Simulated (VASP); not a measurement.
Here is a VASP 6.6.1 calculation.

INCAR

```
PREC = Accurate
ENCUT = 500
EDIFF = 1E-6
ISMEAR = -1
SIGMA = 0.03
LREAL = F
LASPH = T
NELM = 120
ALGO = Normal
ISIF = 2
LWAVE = F
LCHARG = F
GGA = CA
NBANDS = 14
GGA_COMPAT = F
```

KPOINTS

```
Automatic mesh
0
Gamma
  15 15 15
```

Contents of POSCAR:

```
NbH2
1.0
    0.0228150000      2.2929075000      2.2929075000
    2.2929075000      0.0228150000      2.2929075000
    2.2929075000      2.2929075000      0.0228150000
Nb H
1 2
Direct
    0.0000000000      0.0000000000      0.0000000000
    0.2500000000      0.2500000000      0.2500000000
    0.7500000000      0.7500000000      0.7500000000
```

Potentials or basis: VASP PAW LDA potentials, release 64 (Nb_sv, H).

Run with:

```sh
$ cat potpaw_LDA.64/Nb_sv/POTCAR potpaw_LDA.64/H/POTCAR > POTCAR
$ mpirun -np 1 vasp_std > vasp.out
```

**Question.** Predict the largest force.

**Answer.** 0.074 eV/Å.

**Question.** Estimate the pressure.

**Answer.** -8.3 GPa.

Stress tensor (GPa, compression positive):
```
-8.31 -1.27 -1.27
-1.27 -8.31 -1.27
-1.27 -1.27 -8.31
```

Caveat: the cell differs from its parent crystal (equal xy, yz and zx shear strains of +1 %).
